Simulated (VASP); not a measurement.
# Cd3HgS4: single point with r2SCAN

Cd3HgS4:

```xyz
8
Lattice="-2.9744 2.9744 5.9496 2.9744 -2.9744 5.9496 2.9744 2.9744 -5.9496" Properties=species:S:1:pos:R:3 pbc="T T T"
Cd    0.0000    2.9744    2.9748
Cd    0.0000    0.0000    5.9496
Cd    2.9744    0.0000    2.9748
S     1.4759   -1.4759    4.4514
S     1.4759    1.4759    7.4478
S    -1.4759    1.4759    4.4514
S     1.4986    1.4986    1.4982
Hg    0.0000    0.0000    0.0000
```

* Program: VASP 6.6.1
* Task: single point
* Functional: r2SCAN
* Potentials or basis: VASP PAW PBE potentials, release 64 (Cd, S, Hg)
* Cutoff: 520 eV
* k mesh: 6 × 6 × 6
* Occupations: gaussian, width 0.01 eV
* Spin: no spin polarisation

| Item | Value |
| --- | --- |
| Pressure | -1.4 GPa |
| Band gap on the k mesh | 1.00 eV |

Levels at points of the mesh, in eV from the valence-band top:
```tsv
k point	band 33	band 34	band 35	band 36	band 37	band 38	band 39	band 40
(0.00, 0.00, 0.00)	-1.84	0.00	0.00	0.00	1.00	3.90	4.12	5.24
(0.50, 0.00, 0.00)	-1.33	-1.26	-0.81	-0.65	3.30	3.97	4.76	5.09
(0.50, 0.50, 0.00)	-0.78	-0.70	-0.66	-0.63	2.51	3.27	4.15	4.46
(0.50, 0.50, 0.50)	-1.09	-1.09	-0.88	-0.88	3.09	3.72	3.90	3.90
```

It took 11 min on 1 thread of Intel(R) Xeon(R) 6975P-C (Granite Rapids) (shared host), peak memory 0.61 GiB.

Caveat: the PAW data sets were made with another functional, which shifts forces and pressure a little; spin-orbit coupling is left out, which moves the levels of the heavy elements.
